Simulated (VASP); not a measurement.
Wanted: the native input for a VASP 6.6.1 run.

| Item | Value |
| --- | --- |
| Task | relaxation of cell and atoms |
| Functional | BLYP |
| Potentials or basis | VASP PAW PBE potentials, release 64 (Hf_pv) |
| Cutoff | 600 eV |
| k mesh | 10 × 10 × 5 |
| Occupations | fermi-dirac, width 0.05 eV |
| Spin | no spin polarisation |
| Dipole correction | no |
| Further INCAR settings | ALGO = Normal; EDIFF = 1e-06; IBRION = 2; EDIFFG = -0.01; NSW = 60; ISIF = 3 |

The structure of Hf lies in POSCAR:

```
Hf
1.0
    3.1967000000      0.0000000000      0.0000000000
   -1.5983500000      2.7684234083      0.0000000000
    0.0000000000      0.0000000000      5.0578000000
Hf
2
Direct
    0.6666666667      0.3333333333      0.7500000000
    0.3333333333      0.6666666667      0.2500000000
```

The input as run:

INCAR

```
  PREC = Accurate
  ENCUT = 600
  EDIFF = 1E-6
  ISMEAR = -1
  SIGMA = 0.05
  LREAL = F
  LASPH = T
  NELM = 80
  ALGO = Normal
  ISIF = 3
  LWAVE = F
  LCHARG = F
  GGA = B5
  ALDAX = 1.0
  AGGAX = 1.0
  AGGAC = 1.0
  ALDAC = 0.0
  IBRION = 2
  NSW = 60
  EDIFFG = -0.01
```

KPOINTS

```
regular mesh
0
Gamma
  10 10 5
```

Potentials or basis: VASP PAW PBE potentials, release 64 (Hf_pv).

Command:

```console
$ cat potpaw_PBE.64/Hf_pv/POTCAR > POTCAR
$ mpirun -np 1 vasp_std > vasp.out
```

Results of the run:

* Relaxed volume: 23.08 Å³/atom
* Relaxed cell: a = 3.233 Å, b = 3.233 Å, c = 5.102 Å, α = 90.00°, β = 90.00°, γ = 120.00°
* Space group after relaxing (to 0.1 Å): P6_3/mmc (No. 194)
* Energy gained by relaxing: 7.4 meV/atom
* Ionic steps: 5
* Pressure after relaxing: 0.0 GPa
* Band gap on the k mesh: zero (bands 10 and 11 overlap by 1.39 eV)

Caveat: the PAW data sets were made with another functional, which shifts forces and pressure a little; spin-orbit coupling is left out, which moves the levels of the heavy elements.

Run time: 4.5 min on 1 thread of Intel Xeon 8259CL, on a shared host, peak memory 0.2 GiB.
